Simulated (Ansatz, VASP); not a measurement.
**One calculation of NiO, two programs**

Contents of INCAR:

```
SYSTEM = NiO
  ALGO = Normal
  EDIFF = 1E-7
  ENCUT = 520
  GGA = PS
  ISIF = 2
  ISMEAR = 0
  ISPIN = 2
  LASPH = .True.
  LCHARG = .True.
  LELF = .True.
  LMAXMIX = 4
  LORBIT = 11
  LREAL = .False.
  LVHAR = .True.
  LWAVE = .False.
  MAGMOM = 1.14 0.2
  NBANDS = 19
  NELM = 150
  PREC = Accurate
  SIGMA = 0.1
```

Contents of KPOINTS:

```
k-points
0
Gamma
  18 18 18
  0 0 0
```

POSCAR

```
NiO
1.0
    0.0000000000      2.0372658734      2.0372658734
    2.0372658734      0.0000000000      2.0372658734
    2.0372658734      2.0372658734      0.0000000000
Ni O
1 1
Direct
    0.0000000000      0.0000000000      0.0000000000
    0.5000000000      0.5000000000      0.5000000000
```

Input for Ansatz:

```yaml
crystal:
  lattice:
    - [0.0, 2.037265859, 2.037265859]
    - [2.037265859, 0.0, 2.037265859]
    - [2.037265859, 2.037265859, 0.0]
  atoms:
    - { symbol: Ni, position: [0.0, 0.0, 0.0], spin: 1.14 }
    - { symbol: O, position: [0.5, 0.5, 0.5], spin: 0.2 }
basis:
  ecutwfc: 420
kpoints:
  mp_grid: { grid: [18, 18, 18] }
hamiltonian:
  xc: pbesol
scf:
  occupations: { method: gaussian, width: 0.1 }
output:
  forces: true
  stress: true
  eigenvalues: true
  populations: true
magnetization:
  spin_polarized: true
```

Alike in both runs: task single point; functional PBEsol; k mesh 18 × 18 × 18; occupations gaussian, width 0.1 eV; collinear spin.

```csv
,VASP,Ansatz
version,VASP 6.6.1,Ansatz 0.2.0
potentials or method,"VASP PAW PBE potentials, release 64 (Ni, O), cutoff 520 eV","scalar-relativistic, plane waves, PAW"
valence electrons in the cell,16,24
```

```tsv
	VASP	Ansatz	Ansatz less VASP
gap on the k mesh at the Fermi level (eV)	none	none	-
pressure (GPa)	4.9	4.9	-0.02
net moment per atom (μB)	0.39	0.42	+0.031
size of the moment on the site where the two differ most (μB)	0.66	0.69	+0.035
```

VASP's potentials were made for PBE, not for PBEsol. Site moments also hang on the region over which each program counts them. A gap of «none» marks a metal or a gap that the smearing closes. VASP's potentials hold 16 valence electrons a cell and Ansatz's 24, so a difference there can come from the potentials and not from the codes. Ansatz's warnings: stability check not made.
